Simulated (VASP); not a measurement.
Runs of VASP 6.6.1 on SnO2. The structure is that of space group P4_2/mnm (No. 136), or close to it. The cells are those of the table. 

```csv
task,cell,k mesh,cutoff (eV),smearing,gap on the mesh (eV),pressure (GPa),relaxed volume (Å³/atom),largest force (eV/Å)
single point,"a = 4.765, b = 4.765, c = 3.207 Å, 6 atoms",4 × 4 × 6,520,gaussian 0.1 eV,1.04,(b),-,0.04
single point,"a = 4.827, b = 4.828, c = 3.238 Å, 6 atoms",6 × 6 × 8,520,gaussian 0.02 eV,0.67,0.6,-,0.02
single point,"a = 4.823, b = 4.823, c = 3.241 Å, 6 atoms",4 × 4 × 6,520,gaussian 0.1 eV,0.67,(a),-,0.01
relaxation of cell and atoms,"relaxed from a = 4.765, b = 4.765, c = 3.207 Å, 6 atoms",4 × 4 × 6,600,gaussian 0.1 eV,0.64,0.1,12.59,0.01
relaxation of cell and atoms,"relaxed from a = 4.823, b = 4.823, c = 3.241 Å, 6 atoms",6 × 6 × 8,600,gaussian 0.02 eV,0.64,0.0,12.60,-
```

Alike in all rows: level PBE; potentials or basis VASP PAW PBE potentials, release 64 (Sn_d, O); no spin polarisation.

Problem. Fill in the values left out.

Solution. (a) 0.7; (b) 7.4.

Caveats: spin-orbit coupling is left out, which moves the levels of the heavy elements; the cell stands under pressure (at least some runs).

A k mesh can miss the band edges, and the runs leave out spin-orbit coupling on Sn.
